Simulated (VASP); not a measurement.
# MgO (Fm-3m) in VASP: further runs

The runs below take MgO through single point, relaxation of the atoms, with PBE.

Program: VASP 6.6.1. These are calculated values, not measurements. Logs are shortened: lines on timing, memory, paths and dates and some standing lists are left out, and cuts for length are marked.

## 1. The cell of the first run

Symmetry: Fm-3m, No. 225, cubic system. The conventional cell has a = 4.217 Å, b = 4.217 Å, c = 4.217 Å, α = 90.00°, β = 90.00°, γ = 90.00°. Mg (site symmetry m-3m) has 6 O at 2.11 Å within 2.8 Å. Within 2.8 Å of O (site symmetry m-3m) lie 6 Mg at 2.11 Å.

## 2. Single point, PBE

File INCAR:

```
SYSTEM = MgO
PREC = Accurate ; ENCUT = 520
EDIFF = 1E-6 ; ISMEAR = -1
SIGMA = 0.02 ; LREAL = .False.
LASPH = .True. ; NELM = 80
ALGO = Normal ; ISIF = 2
LWAVE = .False. ; LCHARG = .True.
GGA = PE ; LELF = .True.
LVHAR = .True. ; NBANDS = 11
```

File KPOINTS:

```
regular mesh
0
Gamma
  8 8 8
  0 0 0
```

File POSCAR:

```
MgO
1.0
    0.0000000000      2.1085000000      2.1085000000
    2.1085000000      0.0000000000      2.1085000000
    2.1085000000      2.1085000000      0.0000000000
Mg O
1 1
Direct
    0.0000000000      0.0000000000      0.0000000000
    0.5000000000      0.5000000000      0.5000000000
```

Potentials or basis: VASP PAW PBE potentials, release 64 (Mg, O).

Run with:

```sh
$ cat potpaw_PBE.64/Mg/POTCAR potpaw_PBE.64/O/POTCAR > POTCAR
$ mpirun -np 1 vasp_std > vasp.out
```

OUTCAR:

```text
SYSTEM = MgO
   PREC = Accurate
   ENCUT = 520
   EDIFF = 1E-6
   ISMEAR = -1
   LREAL = .False.
   LASPH = .True.
   NELM = 80
   ISIF = 2
   GGA = PE

 ion  position               nearest neighbor table
   1  0.000  0.000  0.000-   2 2.11   2 2.11   2 2.11   2 2.11   2 2.11   2 2.11
   2  0.500  0.500  0.500-   1 2.11   1 2.11   1 2.11   1 2.11   1 2.11   1 2.11

  LATTYP: Found a face centered cubic cell.
 ALAT       =     4.2170000000

  Lattice vectors:

 A1 = (   0.0000000000,   2.1085000000,   2.1085000000)
 A2 = (   2.1085000000,   0.0000000000,   2.1085000000)
 A3 = (   2.1085000000,   2.1085000000,   0.0000000000)

Analysis of symmetry for initial positions (statically):
=====================================================================
 Subroutine PRICEL returns:
 Original cell was already a primitive cell.

 Routine SETGRP: Setting up the symmetry group for a
 face centered cubic supercell.

 Subroutine GETGRP returns: Found 48 space group operations
 (whereof 48 operations were pure point group operations)
 out of a pool of 48 trial point group operations.

The static configuration has the point symmetry O_h .

Analysis of symmetry for dynamics (positions and initial velocities):
=====================================================================
 Subroutine PRICEL returns:
 Original cell was already a primitive cell.

 Routine SETGRP: Setting up the symmetry group for a
 face centered cubic supercell.

 Subroutine GETGRP returns: Found 48 space group operations
 (whereof 48 operations were pure point group operations)
 out of a pool of 48 trial point group operations.

The dynamic configuration has the point symmetry O_h .

 Subroutine INISYM returns: Found 48 space group operations
 (whereof 48 operations are pure point group operations),
 and found     1 'primitive' translations

----------------------------------------------------------------------------------------

                                     Primitive cell

  volume of cell :      18.7478

  direct lattice vectors                    reciprocal lattice vectors
     0.000000000  2.108500000  2.108500000    -0.237135404  0.237135404  0.237135404
     2.108500000  0.000000000  2.108500000     0.237135404 -0.237135404  0.237135404
     2.108500000  2.108500000  0.000000000     0.237135404  0.237135404 -0.237135404

  length of vectors
     2.981869296  2.981869296  2.981869296     0.410730569  0.410730569  0.410730569

  position of ions in fractional coordinates (direct lattice)
     0.000000000  0.000000000  0.000000000
     0.500000000  0.500000000  0.500000000

  ion indices of the primitive-cell ions
   primitive index   ion index
                 1           1
                 2           2

----------------------------------------------------------------------------------------

 KPOINTS: regular mesh

Automatic generation of k-mesh.
 Grid dimensions read from file:
 generate k-points for:    8    8    8

 Generating k-lattice:

  Cartesian coordinates                     Fractional coordinates (reciprocal lattice)
    -0.029641926  0.029641926  0.029641926     0.125000000  0.000000000  0.000000000
     0.029641926 -0.029641926  0.029641926     0.000000000  0.125000000  0.000000000
     0.029641926  0.029641926 -0.029641926     0.000000000  0.000000000  0.125000000

  Length of vectors
     0.051341321  0.051341321  0.051341321

  Shift w.r.t. Gamma in fractional coordinates (k-lattice)
     0.000000000  0.000000000  0.000000000

 Subroutine IBZKPT returns following result:
 ===========================================

 Found     29 irreducible k-points:

 Following reciprocal coordinates:
            Coordinates               Weight
  0.000000  0.000000  0.000000      1.000000
  0.125000  0.000000  0.000000      8.000000
  0.250000  0.000000  0.000000      8.000000
  0.375000  0.000000  0.000000      8.000000
  0.500000  0.000000  0.000000      4.000000
  0.125000  0.125000  0.000000      6.000000
[... 16 lines left out ...]
  0.500000  0.250000  0.125000     48.000000
 -0.375000  0.250000  0.125000     24.000000
 [... further k-points ...]
   k-points           NKPTS =     29   k-points in BZ     NKDIM =     29   number of bands    NBANDS=     11
   number of dos      NEDOS =    301   number of ions     NIONS =      2
   total plane-waves  NPLWV =  13824
   dimension x,y,z NGX =    24 NGY =   24 NGZ =   24
   dimension x,y,z NGXF=    48 NGYF=   48 NGZF=   48
   ions per type =               1   1
   NGX,Y,Z   is equivalent  to a cutoff of  13.38, 13.38, 13.38 a.u.
   NGXF,Y,Z  is equivalent  to a cutoff of  26.76, 26.76, 26.76 a.u.
 SYSTEM =  MgO
   PREC   = accura    normal or accurate (medium, high low for compatibility)
   ISTART =      0    job   : 0-new  1-cont  2-samecut
   ICHARG =      2    charge: 1-file 2-atom 10-const
   ISPIN  =      1    spin polarized calculation?
   LNONCOLLINEAR =      F non collinear calculations
   LSORBIT =      F    spin-orbit coupling
   LASPH  =      T    aspherical Exc in radial PAW
   ENCUT  =  520.0 eV  38.22 Ry    6.18 a.u.   5.54  5.54  5.54*2*pi/ulx,y,z
   NELM   =     80;   NELMIN=  2; NELMDL= -5     # of ELM steps
   EDIFF  = 0.1E-05   stopping-criterion for ELM
   LREAL  =      F    real-space projection
   EDIFFG = 0.1E-04   stopping-criterion for IOM
   NSW    =      0    number of steps for IOM
   IBRION =     -1    ionic relax: 0-MD 1-quasi-New 2-CG
   NFREE  =      0    steps in history (QN), initial steepest desc. (CG)
   ISIF   =      2    stress and relaxation
   ISYM   =      2    0-nonsym 1-usesym 2-fastsym
   POTIM  = 0.5000    time-step for ionic-motion
   TEBEG  =    0.0;   TEEND  =   0.0 temperature during run
   PSTRESS=    0.0 pullay stress
   NELECT =       8.0000    total number of electrons
   NUPDOWN=      -1.0000    fix difference up-down
   EMIN   =  10.00;   EMAX   =-10.00  energy-range for DOS
   EFERMI =   0.00;   METHOD = LEGACY
   ISMEAR =    -1;   SIGMA  =   0.02  broadening in eV -4-tet -1-fermi 0-gaus
   EFERMI_NEDOS =   21; number of points for ismear=-14 and -15
   IALGO  =     38    algorithm
   IMIX   =      4    mixing-type and parameters
     AMIX     =   0.40;   BMIX     =  1.00
     AMIX_MAG =   1.60;   BMIX_MAG =  1.00
  volume/ion in A,a.u.               =       9.37        63.26
  Fermi-wavevector in a.u.,A,eV,Ry     =   1.232503  2.329092 20.668107  1.519063
  Thomas-Fermi vector in A             =   2.367270
   LORBIT       =      0    0 simple, 1 ext, 2 COOP (PROOUT), +10 PAW based schemes
   GGA     = PE    functional components
   LHFCALC =     F    Hartree Fock is set to
   AEXX    =    0.0000 exact exchange contribution
   IVDW    =     0    specifies the selected vdW correction
   LEPSILON=     F    determine dielectric tensor
   LRPA    =     F    only Hartree local field effects (RPA)
 non-spin polarized calculation
  energy-cutoff  :      520.00
  volume of cell :       18.75
 maximum number of plane-waves:       531
 NGX is ok and might be reduce to    24
   NGX = 11   NGY = 11   NGZ = 11

 number of electron       8.0000005 magnetization

 Free energy of the ion-electron system (eV)
  ---------------------------------------------------
  ext. energy  EPLUGINS =         0.00000000
  ---------------------------------------------------
  free energy    TOTEN  =       -11.90710888 eV

  energy without entropy =      -11.90710888  energy(sigma->0) =      -11.90710888

 E-fermi :   3.6478     XC(G=0): -11.0620

 val. band max:        3.1607578360   @ k =   0.0000   0.0000   0.0000
 cond. band min:       7.8529844355   @ k =   0.0000   0.0000   0.0000
 fundamental gap:      4.6922265995
 Fermi energy:         3.6478212137

 k-point     1 :       0.0000    0.0000    0.0000
  band No.  band energies     occupation
      1     -14.0847      2.00000
      2       3.1608      2.00000
      3       3.1608      2.00000
      4       3.1608      2.00000
      5       7.8530      0.00000
      6      18.9405      0.00000
      7      18.9405      0.00000
      8      18.9405      0.00000
      9      22.8479      0.00000
     10      24.6182      0.00000
     11      24.6182      0.00000

 k-point     2 :       0.1250    0.0000    0.0000
  band No.  band energies     occupation
      1     -13.9224      2.00000
      2       2.2078      2.00000
      3       3.0583      2.00000
      4       3.0583      2.00000
      5       8.7679      0.00000
      6      17.2626      0.00000
      7      19.2972      0.00000
      8      19.2972      0.00000
      9      23.6449      0.00000
     10      23.6449      0.00000
     11      24.9970      0.00000

 k-point     3 :       0.2500    0.0000    0.0000
  band No.  band energies     occupation
      1     -13.5010      2.00000
      2       0.5086      2.00000
      3       2.8223      2.00000
      4       2.8223      2.00000
      5      10.2166      0.00000
      6      15.7137      0.00000
      7      19.7843      0.00000
      8      19.7843      0.00000
      9      23.2556      0.00000
     10      23.2556      0.00000
     11      25.0944      0.00000

 k-point     4 :       0.3750    0.0000    0.0000
  band No.  band energies     occupation
      1     -13.0262      2.00000
      2      -0.8932      2.00000
      3       2.6001      2.00000
      4       2.6001      2.00000
      5      10.9366      0.00000
      6      15.5057      0.00000
      7      19.6049      0.00000
      8      19.6049      0.00000
      9      24.3079      0.00000
     10      24.5686      0.00000
     11      24.5686      0.00000
[... 239 lines left out ...]
 k-point    22 :       0.3750    0.2500    0.1250
  band No.  band energies     occupation
      1     -13.1993      2.00000
      2       0.1536      2.00000
      3       2.0142      2.00000
      4       2.5492      2.00000
      5      11.6183      0.00000
      6      14.6337      0.00000
      7      18.2016      0.00000
      8      20.6657      0.00000
      9      21.2400      0.00000
     10      25.5595      0.00000
     11      28.9271      0.00000

 k-point    23 :       0.5000    0.2500    0.1250
  band No.  band energies     occupation
      1     -12.8255      2.00000
      2      -0.5333      2.00000
      3       1.4412      2.00000
      4       2.2981      2.00000
      5      12.6260      0.00000
      6      14.7904      0.00000
      7      17.0421      0.00000
      8      20.2619      0.00000
      9      22.8073      0.00000
     10      25.5229      0.00000
     11      29.1254      0.00000

 k-point    24 :      -0.3750    0.2500    0.1250
  band No.  band energies     occupation
      1     -12.6594      2.00000
      2      -0.8252      2.00000
      3       1.2346      2.00000
      4       2.1792      2.00000
      5      12.8080      0.00000
      6      15.3265      0.00000
      7      16.6136      0.00000
      8      20.0157      0.00000
      9      23.6454      0.00000
     10      25.1924      0.00000
     11      29.2651      0.00000

 [... further k-points ...]
[... 5 lines left out ...]
  --------------------------------------------------------------------------------------
  -------------------------------------------------------------------------------------
  Total        0.3932090      0.3932090      0.3932090     -0.0000000      0.0000000     -0.0000000
  in kB       33.6033958     33.6033958     33.6033958     -0.0000000      0.0000000     -0.0000000
  external PRESSURE =      33.6033958 kB  Pullay stress =       0.0000000 kB

 VOLUME and BASIS-vectors are now :
 -----------------------------------------------------------------------------
  energy-cutoff  :      520.00
  volume of cell :       18.75
      direct lattice vectors                 reciprocal lattice vectors
     0.000000000  2.108500000  2.108500000    -0.237135404  0.237135404  0.237135404
     2.108500000  0.000000000  2.108500000     0.237135404 -0.237135404  0.237135404
     2.108500000  2.108500000  0.000000000     0.237135404  0.237135404 -0.237135404

 POSITION                                       TOTAL-FORCE (eV/Angst)
 -----------------------------------------------------------------------------------
      0.00000      0.00000      0.00000        -0.000000     -0.000000     -0.000000
      2.10850      2.10850      2.10850         0.000000      0.000000      0.000000
 -----------------------------------------------------------------------------------
    total drift:                               -0.000000     -0.000000      0.000000

  FREE ENERGIE OF THE ION-ELECTRON SYSTEM (eV)
  ---------------------------------------------------
  free  energy   TOTEN  =       -11.9071088821 eV

  energy  without entropy=      -11.9071088821  energy(sigma->0) =      -11.90710888
```

Run time: 14 s. Hardware: 1 thread of AMD EPYC, shared host; peak memory 0.11 GiB.

What came out:

```yaml
Free_energy: -11.9071 eV
Pressure: 3.4 GPa
Band_gap_on_the_k_mesh: 4.69 eV
```

Caveat: the cell stands under pressure.

## 3. Relaxation of the atoms, PBE

File INCAR:

```
PREC = Accurate ; ENCUT = 520
EDIFF = 1E-6 ; ISMEAR = -1
SIGMA = 0.02 ; LREAL = F
LASPH = T ; NELM = 60
ALGO = Normal ; ISIF = 2
LWAVE = F ; LCHARG = F
GGA = PE ; IBRION = 2
NSW = 80 ; EDIFFG = -0.02
```

File KPOINTS:

```
Automatic mesh
0
Gamma
  8 8 8
```

POSCAR is that of step 2.

Potentials or basis: VASP PAW PBE potentials, release 64 (Mg, O).

Run with:

```sh
$ cat potpaw_PBE.64/Mg/POTCAR potpaw_PBE.64/O/POTCAR > POTCAR
$ mpirun -np 1 vasp_std > vasp.out
```

It took 8.8 s on 1 thread of AMD EPYC, shared host; peak memory 0.1 GiB.

The run converged. Its results:

* Free energy: -11.9071 eV
* Pressure after relaxing: 3.3 GPa
* Band gap on the k mesh: 4.69 eV

Final structure:
```yaml
crystal:
  lattice:
    - [0.00000, 2.10850, 2.10850]
    - [2.10850, 0.00000, 2.10850]
    - [2.10850, 2.10850, 0.00000]
  atoms:
    - { symbol: Mg, position: [0.00000, 0.00000, 0.00000] }
    - { symbol: O, position: [0.50000, 0.50000, 0.50000] }
```

Levels at points of the mesh, in eV from the valence-band top:
```tsv
k point	band 1	band 2	band 3	band 4	band 5	band 6	band 7	band 8
(0.00, 0.00, 0.00)	-17.25	0.00	0.00	0.00	4.69	15.78	15.78	15.78
(0.50, 0.00, 0.00)	-15.97	-4.60	-0.65	-0.65	7.87	12.57	16.27	16.27
(0.50, 0.50, 0.00)	-15.71	-4.07	-1.34	-1.34	9.12	9.93	13.06	18.92
```

Caveat: the relaxation stopped at its first step, so nothing moved.
